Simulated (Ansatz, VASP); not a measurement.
## Zr in VASP and in Ansatz

File INCAR:

```
  ALGO = Normal
  EDIFF = 1E-7
  ENCUT = 520
  GGA = RP
  ISIF = 2
  ISMEAR = -1
  LASPH = True
  LCHARG = False
  LREAL = False
  LWAVE = False
  NBANDS = 12
  NELM = 100
  PREC = Accurate
  SIGMA = 0.1
```

Contents of KPOINTS:

```
k-points
0
Gamma
  13 13 13
```

POSCAR

```
Zr
1.0
    0.0000000000      2.3136914914      2.3136914914
    2.3136914914      0.0000000000      2.3136914914
    2.3136914914      2.3136914914      0.0000000000
Zr
1
Direct
    0.0000000000      0.0000000000      0.0000000000
```

Input for Ansatz:

```yaml
crystal:
  lattice:
    - [0.0, 2.3136914914, 2.3136914914]
    - [2.3136914914, 0.0, 2.3136914914]
    - [2.3136914914, 2.3136914914, 0.0]
  atoms:
    - { symbol: Zr, position: [0.0, 0.0, 0.0] }
hamiltonian:
  xc: rpbe
  pseudopotentials:
    kind: paw
    azcp:
      Zr: "pseudopotentials/Zr.paw.azcp"
basis:
  ecutwfc: 420
  fft_grid_basis: typed
kpoints:
  mp_grid: { grid: [13, 13, 13], shift: [0, 0, 0] }
magnetization:
  spin_polarized: false
scf:
  occupations: { method: fermi_dirac, width: 0.1 }
  lower_state_search: "off"
output:
  stress: true
```

Alike in both runs: task single point; functional RPBE; k mesh 13 × 13 × 13; occupations fermi-dirac, width 0.1 eV; no spin polarisation.

|  | VASP | Ansatz |
| --- | --- | --- |
| version | VASP 6.6.1 | Ansatz 0.2.0 |
| potentials or method | VASP PAW PBE potentials, release 64 (Zr_sv), cutoff 520 eV | plane waves (420 eV) with PAW, scalar-relativistic |
| valence electrons in the cell | 12 | 12 |

```tsv
	VASP	Ansatz	Ansatz less VASP
pressure (GPa)	-3.0	-3.0	+0.02
```

VASP's potentials were made for PBE, not for RPBE.
